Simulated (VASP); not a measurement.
A run of VASP 6.6.1 is set up as follows.

INCAR

```
  ALGO = Normal
  EDIFF = 1E-6
  ENCUT = 600
  GGA = PE
  GGA_COMPAT = False
  ISIF = 2
  ISMEAR = 0
  LASPH = True
  LCHARG = False
  LREAL = False
  LWAVE = False
  NBANDS = 20
  NELM = 120
  PREC = Accurate
  SIGMA = 0.15
```

The input KPOINTS:

```
k-points
0
Gamma
  5 5 3
```

File POSCAR:

```
SnO2
1.0
    3.8785280071      0.0000000036      0.0000000000
   -1.9392640067      3.3589037816      0.0000000000
    0.0000000000      0.0000000000      4.6890409847
Sn O
1 2
Direct
    0.0000000000      0.0000000000      0.5000000000
    0.3333333333      0.6666666667      0.5000000000
    0.6666666667      0.3333333333      0.5000000000
```

Potentials or basis: VASP PAW PBE potentials, release 64 (Sn_d, O).

Launch:

```sh
$ cat potpaw_PBE.64/Sn_d/POTCAR potpaw_PBE.64/O/POTCAR > POTCAR
$ mpirun -np 1 vasp_std > vasp.out
```

Estimate the band gap on the k mesh.

zero (bands 13 and 14 overlap by 0.78 eV).

What does it give for the pressure?

0.1 GPa.

Caveat: the k points lie up to 0.45 Å⁻¹ apart, too coarse for converged energies and pressures of a metal; semilocal functionals underestimate gaps, so a narrow gap can read as zero; spin-orbit coupling is left out, which moves the levels of the heavy elements.
